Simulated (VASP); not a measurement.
# Fe (P6/mmm) in VASP: notebook, part 2 of 2

VASP 6.6.1. The steps go on from the part before.

**3. Single point, PBEsol, collinear spin, ferromagnetic start**

This run uses another cell than the first one, of 11.93 Å³/atom, 1.010 times its volume.

File INCAR:

```
SYSTEM = Fe
  PREC = Accurate
  ENCUT = 520
  EDIFF = 1E-7
  ISMEAR = 0
  SIGMA = 0.1
  LREAL = .FALSE.
  LASPH = .TRUE.
  NELM = 150
  ALGO = Normal
  ISIF = 2
  LWAVE = .FALSE.
  LCHARG = .FALSE.
  ISPIN = 2
  MAGMOM = 4
  LORBIT = 11
  LMAXMIX = 4
  GGA = PS
  NBANDS = 14
```

File KPOINTS:

```
Automatic mesh
0
G
  9 9 8
  0 0 0
```

File POSCAR:

```
Fe
1.0
    2.4517979394      0.0000000000      0.0000000000
   -1.2258989697      2.1233193005      0.0000000000
    0.0000000000      0.0000000000      2.2908986996
Fe
1
Direct
    0.0000000000      0.0000000000      0.0000000000
```

Potentials or basis: VASP PAW PBE potentials, release 64 (Fe).

Started as:

```console
> cat potpaw_PBE.64/Fe/POTCAR > POTCAR
> mpirun -np 1 vasp_std > vasp.out
```

OUTCAR:

```text
SYSTEM = Fe
   PREC = Accurate
   ENCUT = 520
   EDIFF = 1E-7
   ISMEAR = 0
   LREAL = .FALSE.
   LASPH = .TRUE.
   NELM = 150
   ISIF = 2
   ISPIN = 2
   LORBIT = 11
   GGA = PS

 ion  position               nearest neighbor table
   1  0.000  0.000  0.000-

  LATTYP: Found a hexagonal cell.
 ALAT       =     2.4517979394
 C/A-ratio  =     0.9343750000

  Lattice vectors:

 A1 = (   2.4517979394,   0.0000000000,   0.0000000000)
 A2 = (  -1.2258989697,   2.1233193005,   0.0000000000)
 A3 = (   0.0000000000,   0.0000000000,   2.2908986996)

Analysis of symmetry for initial positions (statically):
=====================================================================
 Subroutine PRICEL returns:
 Original cell was already a primitive cell.

 Routine SETGRP: Setting up the symmetry group for a
 hexagonal supercell.

 Subroutine GETGRP returns: Found 24 space group operations
 (whereof 24 operations were pure point group operations)
 out of a pool of 24 trial point group operations.

The static configuration has the point symmetry D_6h.

[... 607 lines left out ...]
     12      33.4973      0.00000
     13      33.4973      0.00000
     14      41.0132      0.00000
[... 379 lines left out ...]
      3       3.7469      1.00000
      4       6.4473      0.00000
      5       6.4473      0.00000
      6      12.5934      0.00000
      7      12.5934      0.00000
      8      14.0133      0.00000
      9      30.6955      0.00000
     10      30.6955      0.00000
     11      36.2524      0.00000
     12      41.3855      0.00000
     13      41.3855      0.00000
     14      43.2657      0.00000

 [... further k-points ...]

------------------------ aborting loop because EDIFF is reached ----------------------------------------

  FORCE on cell =-STRESS in cart. coord.  units (eV):
  Direction    XX          YY          ZZ          XY          YZ          ZX
  --------------------------------------------------------------------------------------
  -------------------------------------------------------------------------------------
  Total       -0.6805469     -0.6805469      0.4383377      0.0000000     -0.0000000      0.0000000
  in kB      -91.4245413    -91.4245413     58.8861991      0.0000000     -0.0000000      0.0000000
  external PRESSURE =     -41.3209611 kB  Pullay stress =       0.0000000 kB

 VOLUME and BASIS-vectors are now :
 -----------------------------------------------------------------------------
  energy-cutoff  :      520.00
  volume of cell :       11.93
      direct lattice vectors                 reciprocal lattice vectors
     2.451797939  0.000000000  0.000000000     0.407863953  0.235480363  0.000000000
    -1.225898970  2.123319300  0.000000000     0.000000000  0.470960726  0.000000000
     0.000000000  0.000000000  2.290898700     0.000000000  0.000000000  0.436509916

 POSITION                                       TOTAL-FORCE (eV/Angst)
 -----------------------------------------------------------------------------------
      0.00000      0.00000      0.00000        -0.000000      0.000000      0.000000
 -----------------------------------------------------------------------------------
    total drift:                               -0.000000      0.000000     -0.000000

  FREE ENERGIE OF THE ION-ELECTRON SYSTEM (eV)
  ---------------------------------------------------
  free  energy   TOTEN  =        -8.3716907480 eV

  energy  without entropy=       -8.3664627551  energy(sigma->0) =       -8.36907675

 total charge

# of ion       s       p       d       tot
------------------------------------------
    1        0.510   0.493   6.287   7.290

 magnetization (x)

# of ion       s       p       d       tot
------------------------------------------
    1        0.002  -0.021   2.084   2.066
```

OSZICAR:

```text
N       E                     dE             d eps       ncg     rms          rms(c)
DAV:   1     0.223100773971E+02    0.22310E+02   -0.40620E+03  3662   0.750E+02
DAV:   2    -0.785414411757E+01   -0.30164E+02   -0.27366E+02  3726   0.126E+02
DAV:   3    -0.879893902554E+01   -0.94479E+00   -0.93963E+00  4064   0.235E+01
DAV:   4    -0.880214434649E+01   -0.32053E-02   -0.32051E-02  3900   0.125E+00
DAV:   5    -0.880216092978E+01   -0.16583E-04   -0.16583E-04  4094   0.922E-02    0.117E+01
DAV:   6    -0.843817833299E+01    0.36398E+00   -0.74567E+00  4002   0.325E+01    0.415E+00
DAV:   7    -0.838433066767E+01    0.53848E-01   -0.34724E-01  4044   0.685E+00    0.301E+00
DAV:   8    -0.837767132337E+01    0.66593E-02   -0.80211E-03  4154   0.726E-01    0.107E+00
DAV:   9    -0.837196200112E+01    0.57093E-02   -0.97051E-03  4628   0.654E-01    0.194E-01
DAV:  10    -0.837167519458E+01    0.28681E-03   -0.38283E-04  4010   0.219E-01    0.714E-02
DAV:  11    -0.837168889196E+01   -0.13697E-04   -0.85759E-05  3876   0.633E-02    0.268E-02
DAV:  12    -0.837169066784E+01   -0.17759E-05   -0.63915E-06  3812   0.207E-02    0.898E-03
DAV:  13    -0.837169119929E+01   -0.53145E-06   -0.95499E-07  4000   0.748E-03    0.731E-03
DAV:  14    -0.837169074790E+01    0.45140E-06   -0.12769E-07  2560   0.298E-03    0.109E-03
DAV:  15    -0.837169074799E+01   -0.94246E-10   -0.17707E-08  1968   0.114E-03
   1 F= -.83716907E+01 E0= -.83690768E+01  d E =-.522799E-02  mag=     2.0835
```

stdout:

```text
POSCAR found type information on POSCAR Fe
 POSCAR found :  1 types and       1 ions
 scaLAPACK will be used
 -----------------------------------------------------------------------------
|                                                                             |
|                                                                             |
|     You enforced a specific xc type in the INCAR file but a different       |
|     I HOPE YOU KNOW WHAT YOU ARE DOING!                                     |
|                                                                             |
 -----------------------------------------------------------------------------

 LDA part: xc-table for (Slater+PW92), standard interpolation
 POSCAR, INCAR and KPOINTS ok, starting setup
 FFT: planning ... GRIDC
 FFT: planning ... GRID_SOFT
 FFT: planning ... GRID
 WAVECAR not read
 entering main loop
```

It took 15 s on 1 thread of AMD EPYC 7R43 (Zen 3), shared host; peak memory 0.1 GiB.

Results:

```
Free energy                                           : -8.3717 eV
Pressure                                              : -4.1 GPa
Net moment                                            : 2.08 μB per cell
Site moments                                          : Fe +2.07 μB
Valence electrons inside the program's atomic spheres : Fe 7.29
```

Caveat: the PAW data sets were made with another functional, which shifts forces and pressure a little.
